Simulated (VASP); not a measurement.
The system is SrTiO3.

```
Sr Ti O
1.0
     3.90685    0.00000    0.00000
     0.00000    3.90685    0.00000
     0.00000    0.00000    3.90685
Sr Ti O
1 1 3
Direct
  0.00000 0.00000 0.00000
  0.50000 0.50000 0.50000
  0.50000 0.00000 0.50000
  0.50000 0.50000 0.00000
  0.00000 0.50000 0.50000
```

Base run:

| Quantity | Value |
| --- | --- |
| Program | VASP 6.6.1 |
| Functional | r2SCAN |
| Potentials or basis | VASP PAW PBE potentials, release 64 (Sr_sv, Ti_sv, O) |
| Cutoff | 520 eV |
| k mesh | 6 × 6 × 6 |
| Occupations | gaussian, width 0.01 eV |
| Spin | no spin polarisation |

Its results: band gap on the k mesh 2.27 eV (least direct gap 2.66 eV); pressure 0.9 GPa.

Task: The run is repeated on the same cell with these changes: functional from r2SCAN to PBE. What comes out?

Result: Band gap on the k mesh 1.85 eV (least direct gap 2.21 eV); pressure 4.7 GPa.

Caveats: the PAW data sets were made with another functional, which shifts forces and pressure a little (at least some runs); the cell stands under pressure (at least some runs).

A k mesh can miss the band edges.
